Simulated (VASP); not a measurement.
Runs of VASP 6.6.1 on Sn. The structure is that of space group I4_1/amd (No. 141), or close to it. The cells are those of the table. 

```tsv
cell	gap on the mesh (eV)	pressure (GPa)
a = 4.465 Å, angles 97.5, 97.5, 137.8°, 2 atoms	none	-1.3
a = 4.426 Å, angles 97.5, 97.5, 137.8°, 2 atoms	none	(b)
a = 4.503 Å, angles 97.5, 97.5, 137.8°, 2 atoms	none	-2.5
a = 4.346 Å, angles 97.5, 97.5, 137.8°, 2 atoms	none	3.4
a = 4.305 Å, angles 97.5, 97.5, 137.8°, 2 atoms	none	5.5
a = 4.386 Å, angles 97.5, 97.5, 137.8°, 2 atoms	none	(a)
a = 4.541 Å, angles 97.5, 97.5, 137.8°, 2 atoms	none	-3.4
```

Alike in all rows: task single point; level PBE+D4; potentials or basis VASP PAW PBE potentials, release 64 (Sn_d); no spin polarisation; k mesh 10 × 10 × 10; cutoff (eV) 520; smearing fermi-dirac 0.1 eV.

Q: Fill in the values left out.

A: (a) 1.5; (b) 0.0.

Caveats: spin-orbit coupling is left out, which moves the levels of the heavy elements; the cell stands under pressure (at least some runs); the cell stands under tension (at least some runs).

A k mesh can miss the band edges, and the runs leave out spin-orbit coupling on Sn.

A gap of «none» marks levels without a gap at the run's occupations.
